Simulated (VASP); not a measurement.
# EuS (Fm-3m) in VASP: further runs

The runs below take EuS through relaxation of cell and atoms, single point, with PBEsol, r2SCAN+D4.

Program: VASP 6.6.1. These are calculated values, not measurements. Logs are shortened: lines on timing, memory, paths and dates and some standing lists are left out, and cuts for length are marked.

**The experiment to reproduce.**

From “Crystal-field mediated electronic transitions of EuS up to 35 GPa”, 2022, pmc:8786971, for a powder of EuS at 300 K: band gap 1.72 eV (optical).

The results are compared with them further down.

## 1. The cell of the first run

Symmetry: Fm-3m, No. 225, cubic system. Conventional cell: a = 5.957 Å, b = 5.957 Å, c = 5.957 Å, α = 90.00°, β = 90.00°, γ = 90.00°. Within 3.9 Å of Eu (site symmetry m-3m) lie 6 S at 2.98 Å. S (site symmetry m-3m) has 6 Eu at 2.98 Å within 3.9 Å.

## 2. Relaxation of cell and atoms, PBEsol, collinear spin, ferromagnetic start

Contents of INCAR:

```
SYSTEM = EuS
  PREC = Accurate
  ENCUT = 600
  EDIFF = 1E-7
  ISMEAR = -1
  SIGMA = 0.1
  LREAL = .FALSE.
  LASPH = .TRUE.
  NELM = 200
  ALGO = Normal
  ISIF = 3
  LWAVE = .FALSE.
  LCHARG = .FALSE.
  ISPIN = 2
  MAGMOM = 7 0
  LORBIT = 11
  LMAXMIX = 6
  GGA = PS
  IBRION = 2
  NSW = 80
  EDIFFG = -0.05
  GGA_COMPAT = .FALSE.
  NELMIN = 4
```

Contents of KPOINTS:

```
Automatic mesh
0
G
  6 6 6
  0 0 0
```

Contents of POSCAR:

```
EuS
1.0
    4.2122350000      0.0000000000      0.0000000000
    2.1061175000      3.6479025167      0.0000000000
    2.1061175000      1.2159675056      3.4392754756
Eu S
1 1
Direct
    0.0000000000      0.0000000000      0.0000000000
    0.5000000000      0.5000000000      0.5000000000
```

Potentials or basis: VASP PAW PBE potentials, release 64 (Eu, S).

The run is started by

```sh
> cat potpaw_PBE.64/Eu/POTCAR potpaw_PBE.64/S/POTCAR > POTCAR
> mpirun -np 1 vasp_std > vasp.out
```

OUTCAR:

```text
SYSTEM = EuS
   PREC = Accurate
   ENCUT = 600
   EDIFF = 1E-7
   ISMEAR = -1
   LREAL = .FALSE.
   LASPH = .TRUE.
   NELM = 200
   ISIF = 3
   ISPIN = 2
   LORBIT = 11
   GGA = PS
   IBRION = 2
   NSW = 80
   EDIFFG = -0.05
   NELMIN = 4

 ion  position               nearest neighbor table
   1  0.000  0.000  0.000-   2 2.98   2 2.98   2 2.98   2 2.98   2 2.98   2 2.98
   2  0.500  0.500  0.500-   1 2.98   1 2.98   1 2.98   1 2.98   1 2.98   1 2.98

  LATTYP: Found a face centered cubic cell.
 ALAT       =     5.9569998649

  Lattice vectors:

 A1 = (   4.2122350000,   0.0000000000,   0.0000000000)
 A2 = (   2.1061175000,   3.6479025167,   0.0000000000)
 A3 = (   2.1061175000,   1.2159675056,   3.4392754756)

Analysis of symmetry for initial positions (statically):
=====================================================================
 Subroutine PRICEL returns:
 Original cell was already a primitive cell.

 Routine SETGRP: Setting up the symmetry group for a
 face centered cubic supercell.

 Subroutine GETGRP returns: Found 48 space group operations
 (whereof 48 operations were pure point group operations)
 out of a pool of 48 trial point group operations.

The static configuration has the point symmetry O_h .

Analysis of symmetry for dynamics (positions and initial velocities):
=====================================================================
 Subroutine PRICEL returns:
 Original cell was already a primitive cell.

 Routine SETGRP: Setting up the symmetry group for a
 face centered cubic supercell.

 Subroutine GETGRP returns: Found 48 space group operations
 (whereof 48 operations were pure point group operations)
 out of a pool of 48 trial point group operations.

The dynamic configuration has the point symmetry O_h .

Analysis of structural, dynamic, and magnetic symmetry:
=====================================================================
 Subroutine PRICEL returns:
 Original cell was already a primitive cell.

 Routine SETGRP: Setting up the symmetry group for a
 face centered cubic supercell.

 Subroutine GETGRP returns: Found 48 space group operations
 (whereof 48 operations were pure point group operations)
 out of a pool of 48 trial point group operations.

The overall configuration has the point symmetry O_h .

 Subroutine INISYM returns: Found 48 space group operations
 (whereof 48 operations are pure point group operations),
 and found     1 'primitive' translations

[... 86 lines left out ...]
   LREAL  =      F    real-space projection
   EDIFFG = -.5E-01   stopping-criterion for IOM
   NSW    =     80    number of steps for IOM
   IBRION =      2    ionic relax: 0-MD 1-quasi-New 2-CG
   NFREE  =      1    steps in history (QN), initial steepest desc. (CG)
   ISIF   =      3    stress and relaxation
   ISYM   =      2    0-nonsym 1-usesym 2-fastsym
   POTIM  = 0.5000    time-step for ionic-motion
   TEBEG  =    0.0;   TEEND  =   0.0 temperature during run
   PSTRESS=    0.0 pullay stress
   NELECT =      23.0000    total number of electrons
   NUPDOWN=      -1.0000    fix difference up-down
   EMIN   =  10.00;   EMAX   =-10.00  energy-range for DOS
   EFERMI =   0.00;   METHOD = LEGACY
   ISMEAR =    -1;   SIGMA  =   0.10  broadening in eV -4-tet -1-fermi 0-gaus
   EFERMI_NEDOS =   21; number of points for ismear=-14 and -15
   IALGO  =     38    algorithm
   IMIX   =      4    mixing-type and parameters
     AMIX     =   0.40;   BMIX     =  1.00
     AMIX_MAG =   1.60;   BMIX_MAG =  1.00
  volume/ion in A,a.u.               =      26.42       178.32
  Fermi-wavevector in a.u.,A,eV,Ry     =   1.240633  2.344456 20.941668  1.539169
  Thomas-Fermi vector in A             =   2.375065
   LORBIT       =     11    0 simple, 1 ext, 2 COOP (PROOUT), +10 PAW based schemes
   GGA     = PS    functional components
   LHFCALC =     F    Hartree Fock is set to
   AEXX    =    0.0000 exact exchange contribution
   IVDW    =     0    specifies the selected vdW correction
   LEPSILON=     F    determine dielectric tensor
   LRPA    =     F    only Hartree local field effects (RPA)
 conjugate gradient relaxation of ions
 spin polarized calculation
  energy-cutoff  :      600.00
  volume of cell :       52.85
 maximum number of plane-waves:      1807
 NGX is ok and might be reduce to    36
   NGX = 17   NGY = 17   NGZ = 17

--------------------------------------- Ionic step        1  -------------------------------------------

 number of electron      22.9999997 magnetization       6.9433510

 Free energy of the ion-electron system (eV)
  ---------------------------------------------------
  ext. energy  EPLUGINS =         0.00000000
  ---------------------------------------------------
  free energy    TOTEN  =       -20.49792386 eV

  energy without entropy =      -20.44400017  energy(sigma->0) =      -20.47096202

 E-fermi :   4.2280     XC(G=0):  -9.8377

 val. band max:        4.1377159154   @ k =   0.0000   0.0000   0.0000
 cond. band min:       4.2461674443   @ k =   0.3333   0.3333   0.0000
 fundamental gap:      0.1084515290
 Fermi energy:         4.2279783030

 spin component 1

 k-point     1 :       0.0000    0.0000    0.0000
  band No.  band energies     occupation
      1     -37.3954      1.00000
      2     -16.0907      1.00000
      3     -16.0907      1.00000
      4     -16.0907      1.00000
      5      -9.2823      1.00000
      6       1.4018      1.00000
[... 767 lines left out ...]
--------------------------------------- Ionic step        3  -------------------------------------------

 number of electron      22.9999999 magnetization      -6.8925877

 Free energy of the ion-electron system (eV)
  ---------------------------------------------------
  ext. energy  EPLUGINS =         0.00000000
  ---------------------------------------------------
  free energy    TOTEN  =       -20.62103794 eV

  energy without entropy =      -20.56178320  energy(sigma->0) =      -20.59141057

 E-fermi :   4.9515     XC(G=0): -10.4376

 val. band max:        4.8069853013   @ k =   0.1667   0.1667  -0.0000
 cond. band min:       4.9986200822   @ k =   0.0000   0.0000   0.0000
 fundamental gap:      0.1916347810
 Fermi energy:         4.9514753771

 spin component 1

 k-point     1 :       0.0000    0.0000    0.0000
  band No.  band energies     occupation
      1     -33.4910      1.00000
      2     -12.9325      1.00000
      3     -12.9325      1.00000
      4     -12.9325      1.00000
      5      -8.8232      1.00000
      6       2.3196      1.00000
[... 725 lines left out ...]
  FREE ENERGIE OF THE ION-ELECTRON SYSTEM (eV)
  ---------------------------------------------------
  free  energy   TOTEN  =       -20.6210379409 eV

  energy  without entropy=      -20.5617831952  energy(sigma->0) =      -20.59141057

 reached required accuracy - stopping structural energy minimisation

 total charge

# of ion       s       p       d       f       tot
--------------------------------------------------
    1        2.029   5.729   0.407   6.572  14.737
    2        1.313   2.437   0.000   0.000   3.750
--------------------------------------------------
tot          3.342   8.166   0.407   6.572  18.487

 magnetization (x)

# of ion       s       p       d       f       tot
--------------------------------------------------
    1        0.011   0.097  -0.105  -6.527  -6.523
    2        0.008   0.066   0.000   0.000   0.074
--------------------------------------------------
tot          0.019   0.163  -0.105  -6.527  -6.449
```

OSZICAR:

```text
N       E                     dE             d eps       ncg     rms          rms(c)
DAV:   1     0.154371012014E+03    0.15437E+03   -0.97682E+03  1510   0.564E+03
DAV:   2     0.126342370157E+02   -0.14174E+03   -0.12509E+03  1634   0.357E+02
DAV:   3    -0.157251289838E+02   -0.28359E+02   -0.27643E+02  1812   0.156E+02
DAV:   4    -0.180532821431E+02   -0.23282E+01   -0.23111E+01  2287   0.352E+01
[... 59 lines left out ...]
DAV:  11    -0.206210402562E+02   -0.31947E-05   -0.43137E-05  2199   0.838E-02    0.319E-02
DAV:  12    -0.206210380488E+02    0.22074E-05   -0.77143E-06  1970   0.467E-02    0.100E-02
DAV:  13    -0.206210378791E+02    0.16970E-06   -0.94227E-07  2196   0.146E-02    0.619E-03
DAV:  14    -0.206210379409E+02   -0.61809E-07   -0.12450E-07  1259   0.693E-03
   3 F= -.20621038E+02 E0= -.20591411E+02  d E =-.123114E+00  mag=    -6.8925
```

Run time: 9.7 min. Hardware: 1 thread of Intel Xeon 8259CL, shared host; peak memory 0.27 GiB.

Results:

```yaml
Free_energy: -20.6210 eV
Relaxed_volume: 23.38 Å³/atom
Relaxed_cell: a = 4.044 Å, b = 4.044 Å, c = 4.044 Å, α = 60.00°, β = 60.00°, γ = 60.00°
Space_group_after_relaxing_to_0.1_Å: Fm-3m (No. 225)
Energy_gained_by_relaxing: 61.6 meV/atom
Ionic_steps: 3
Pressure_after_relaxing: 0.0 GPa
Net_moment: -6.89 μB per cell
Site_moments: Eu -6.52; S +0.07 μB
Valence_electrons_inside_the_program's_atomic_spheres: Eu 14.74; S 3.75
```

Step by step:
```csv
step,energy change (eV),largest force (eV/Å),pressure (GPa),volume (Å³)
1,0.0000,0.0000,-5.79,52.85
2,-0.1196,0.0000,1.27,45.87
3,-0.1231,0.0000,0.02,46.75
```

Final structure:
```xyz
2
Lattice="4.0437 0.0000 0.0000 2.0219 3.5019 0.0000 2.0219 1.1673 3.3017" Properties=species:S:1:pos:R:3 pbc="T T T"
Eu    2.0219    1.1673    3.3017
S     4.0437    2.3346    1.6508
```

Levels at points of the mesh, in eV from the Fermi level:
Spin up:
| k point | band 5 | band 6 | band 7 | band 8 | band 9 | band 10 | band 11 | band 12 |
| --- | --- | --- | --- | --- | --- | --- | --- | --- |
| (0.00, 0.00, 0.00) | -13.77 | -2.63 | -2.63 | -2.63 | 1.60 | 1.60 | 1.60 | 1.99 |
| (0.50, 0.00, 0.00) | -12.38 | -5.57 | -4.05 | -4.05 | 2.74 | 3.79 | 3.79 | 4.14 |
| (0.50, 0.50, 0.00) | -13.38 | -3.75 | -2.95 | -2.95 | -0.64 | 3.98 | 4.02 | 4.05 |
Spin down:
| k point | band 13 | band 14 | band 15 | band 16 | band 17 | band 18 |
| --- | --- | --- | --- | --- | --- | --- |
| (0.00, 0.00, 0.00) | 0.05 | 0.05 | 0.05 | 0.85 | 0.85 | 0.85 |
| (0.50, 0.00, 0.00) | -0.46 | -0.41 | -0.40 | 3.18 | 3.53 | 3.90 |
| (0.50, 0.50, 0.00) | -0.48 | -0.42 | -0.17 | -0.17 | 3.16 | 3.80 |

Caveat: the PAW data sets were made with another functional, which shifts forces and pressure a little; spin-orbit coupling is left out, which moves the levels of the heavy elements; a cell with one magnetic atom can't hold antiferromagnetic order, which such compounds often take; semilocal functionals describe open f shells poorly, which spoils levels, moments and volumes. With open d or f shells a metallic result of PBEsol can be an artefact of self-interaction; +U or a hybrid may open a gap.

## 3. Single point, r2SCAN+D4, collinear spin, ferromagnetic start

This run uses another cell than the first one, of 24.98 Å³/atom.

Contents of POSCAR:

```
EuS
1.0
    4.1342661898      0.0000000000      0.0000000000
    2.0671330949      3.5803795464      0.0000000000
    2.0671330949      1.1934598488      3.3756142086
Eu S
1 1
Direct
    0.0000000000      0.0000000000      0.0000000000
    0.5000000000      0.5000000000      0.5000000000
```

Contents of INCAR.step1:

```
SYSTEM = EuS
  PREC = Accurate
  ENCUT = 800
  ISMEAR = -1
  SIGMA = 0.1
  LREAL = .False.
  LASPH = .True.
  NELM = 200
  ISPIN = 2
  MAGMOM = 7 0
  LMAXMIX = 6
  NBANDS = 22
  GGA = PE
  ALGO = Normal
  EDIFF = 1E-5
  LWAVE = .True.
  LCHARG = .False.
  GGA_COMPAT = .False.
```

Contents of INCAR.step2:

```
SYSTEM = EuS
  PREC = Accurate
  ENCUT = 800
  EDIFF = 1E-6
  ISMEAR = -1
  SIGMA = 0.1
  LREAL = .False.
  LASPH = .True.
  NELM = 200
  ALGO = Normal
  ISIF = 2
  LWAVE = .False.
  LCHARG = .False.
  ISPIN = 2
  MAGMOM = 7 0
  LORBIT = 11
  LMAXMIX = 6
  METAGGA = R2SCAN
  LMIXTAU = .True.
  IVDW = 13
  VDW_S6 = 1.0
  VDW_S8 = 0.6018749
  VDW_A1 = 0.51559235
  VDW_A2 = 5.77342911
  NBANDS = 22
  ISTART = 1
  GGA_COMPAT = .False.
```

Contents of KPOINTS:

```
Automatic mesh
0
Gamma
  6 6 6
  0 0 0
```

Potentials or basis: VASP PAW PBE potentials, release 64 (Eu, S).

The run is started by

```sh
> cat potpaw_PBE.64/Eu/POTCAR potpaw_PBE.64/S/POTCAR > POTCAR
> cp INCAR.step1 INCAR
> mpirun -np 1 vasp_std > vasp.out
> cp INCAR.step2 INCAR
> mpirun -np 1 vasp_std > vasp.out
```

OUTCAR:

```text
SYSTEM = EuS
   PREC = Accurate
   ENCUT = 800
   EDIFF = 1E-6
   ISMEAR = -1
   LREAL = .False.
   LASPH = .True.
   NELM = 200
   ISIF = 2
   ISPIN = 2
   LORBIT = 11
   METAGGA = R2SCAN
   IVDW = 13
   ISTART = 1

 ion  position               nearest neighbor table
   1  0.000  0.000  0.000-   2 2.92   2 2.92   2 2.92   2 2.92   2 2.92   2 2.92
   2  0.500  0.500  0.500-   1 2.92   1 2.92   1 2.92   1 2.92   1 2.92   1 2.92

  LATTYP: Found a face centered cubic cell.
 ALAT       =     5.8467353161
[... 1011 lines left out ...]

 VOLUME and BASIS-vectors are now :
 -----------------------------------------------------------------------------
  energy-cutoff  :      800.00
  volume of cell :       49.97
      direct lattice vectors                 reciprocal lattice vectors
     4.134266190  0.000000000  0.000000000     0.241880894 -0.139649999 -0.098747461
     2.067133095  3.580379546  0.000000000     0.000000000  0.279299998 -0.098747461
     2.067133095  1.193459849  3.375614209     0.000000000  0.000000000  0.296242384

 POSITION                                       TOTAL-FORCE (eV/Angst)
 -----------------------------------------------------------------------------------
      0.00000      0.00000      0.00000         0.000000      0.000000      0.000000
      4.13427      2.38692      1.68781        -0.000000     -0.000000      0.000000
 -----------------------------------------------------------------------------------
    total drift:                               -0.000000      0.000000      0.000000

  FREE ENERGIE OF THE ION-ELECTRON SYSTEM (eV)
  ---------------------------------------------------
  free  energy   TOTEN  =       -52.8715634823 eV

  energy  without entropy=      -52.8293927063  energy(sigma->0) =      -52.85047809

 total charge

# of ion       s       p       d       f       tot
--------------------------------------------------
    1        2.037   5.808   0.313   6.660  14.818
    2        1.306   2.484   0.000   0.000   3.790
--------------------------------------------------
tot          3.343   8.292   0.313   6.660  18.608

 magnetization (x)

# of ion       s       p       d       f       tot
--------------------------------------------------
    1       -0.026  -0.188   0.088   6.629   6.504
    2       -0.010  -0.072   0.000   0.000  -0.081
--------------------------------------------------
tot         -0.035  -0.260   0.088   6.629   6.423
```

OUTCAR.step1:

```text
SYSTEM = EuS
   PREC = Accurate
   ENCUT = 800
   ISMEAR = -1
   LREAL = .False.
   LASPH = .True.
[... 1030 lines left out ...]
      0.00000      0.00000      0.00000        -0.000000     -0.000000      0.000000
      4.13427      2.38692      1.68781         0.000000      0.000000      0.000000
 -----------------------------------------------------------------------------------
    total drift:                               -0.000000      0.000000      0.000000

  FREE ENERGIE OF THE ION-ELECTRON SYSTEM (eV)
  ---------------------------------------------------
  free  energy   TOTEN  =       -19.9541954016 eV

  energy  without entropy=      -19.9006810523  energy(sigma->0) =      -19.92743823
```

It took 9.8 min on 1 thread of Intel Xeon 8259CL, shared host; peak memory 0.36 GiB.

What came out:

```yaml
Free_energy: -52.8716 eV
Pressure: -0.4 GPa
Net_moment: 6.96 μB per cell
Site_moments: Eu +6.50; S -0.08 μB
Valence_electrons_inside_the_program's_atomic_spheres: Eu 14.82; S 3.79
Dispersion_energy_per_atom: -0.107 eV
```

Levels at points of the mesh, in eV from the Fermi level:
Spin up:
```csv
k point,band 12,band 13,band 14,band 15,band 16,band 17,band 18,band 19
"(0.00, 0.00, 0.00)",-0.46,-0.08,-0.08,-0.08,1.06,1.06,1.06,1.47
"(0.50, 0.00, 0.00)",-0.49,-0.49,-0.45,-0.45,3.27,3.55,3.92,3.92
"(0.50, 0.50, 0.00)",-0.51,-0.51,-0.46,-0.26,-0.26,3.23,3.85,4.99
```
Spin down:
| k point | band 4 | band 5 | band 6 | band 7 | band 8 | band 9 | band 10 | band 11 | band 12 | band 13 |
| --- | --- | --- | --- | --- | --- | --- | --- | --- | --- | --- |
| (0.00, 0.00, 0.00) | -18.54 | -14.45 | -3.01 | -3.01 | -3.01 | 1.91 | 1.91 | 1.91 | 2.17 | 2.96 |
| (0.50, 0.00, 0.00) | -18.57 | -13.25 | -5.66 | -4.26 | -4.26 | 3.22 | 4.46 | 5.13 | 5.13 | 5.17 |
| (0.50, 0.50, 0.00) | -18.70 | -14.10 | -4.13 | -3.35 | -3.35 | -0.27 | 4.31 | 4.79 | 5.45 | 5.64 |

Caveat: the PAW data sets were made with another functional, which shifts forces and pressure a little; spin-orbit coupling is left out, which moves the levels of the heavy elements; a cell with one magnetic atom can't hold antiferromagnetic order, which such compounds often take; semilocal functionals describe open f shells poorly, which spoils levels, moments and volumes. The state reached can hang on the start; a lower one may exist.

## 4. How close it comes

Step 3. Measured gap of EuS: 1.72 eV (optical; 300 K; powder; “Crystal-field mediated electronic transitions of EuS up to 35 GPa”, 2022, pmc:8786971). This calculation gives 0.00 eV (-1.72 eV). So large a miss can be the level of theory's own, or it may mean another phase, state or a wrong row. Spin-orbit coupling on Eu is left out. The value is that of r2SCAN+D4 on a finite k mesh, which can miss the band edges, without temperature or zero-point motion. The run's magnetic order (collinear spin, ferromagnetic start) needn't be the measured crystal's.
